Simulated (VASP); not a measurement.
## PtS2: single point with LDA

PtS2:

```xyz
3
Lattice="3.5898 0.0000 0.0000 -1.7949 3.1089 0.0000 0.0000 0.0000 5.1051" Properties=species:S:1:pos:R:3 pbc="T T T"
Pt    0.0000    0.0000    0.0000
S     1.7949    1.0363    3.9462
S     0.0000    2.0726    1.1589
```

```yaml
Program: VASP 6.6.1
Task: single point
Functional: LDA
Potentials_or_basis: VASP PAW LDA potentials, release 64 (Pt, S)
Cutoff: 520 eV
k_mesh: 9 × 9 × 5
Occupations: fermi-dirac, width 0.05 eV
Spin: no spin polarisation
Dipole_correction: no
Further_INCAR_settings: ALGO = Normal; EDIFF = 1e-07; NBANDS = 18
```

| Item | Value |
| --- | --- |
| Pressure | -2.3 GPa |
| Largest force | 0.243 eV/Å |
| Band gap on the k mesh | 0.87 eV, indirect (least direct gap 0.92 eV) |

Forces on the atoms (eV/Å):
```
Pt   0.000  0.000  0.000
S    0.000  0.000 -0.243
S    0.000  0.000  0.243
```

Stress tensor (GPa, compression positive):
```
-3.13  0.00  0.00
 0.00 -3.13  0.00
 0.00  0.00 -0.75
```

Levels at points of the mesh, in eV from the valence-band top:
```tsv
k point	band 8	band 9	band 10	band 11	band 12	band 13	band 14	band 15
(0.00, 0.00, 0.00)	-1.74	-1.10	-1.10	-0.10	2.31	2.31	4.68	5.21
```

It took 16 s on 1 thread of Intel(R) Xeon(R) 6975P-C (Granite Rapids), with other jobs on the host, peak memory 0.18 GiB.

Caveat: spin-orbit coupling is left out, which moves the levels of the heavy elements. A k mesh can miss the band edges.
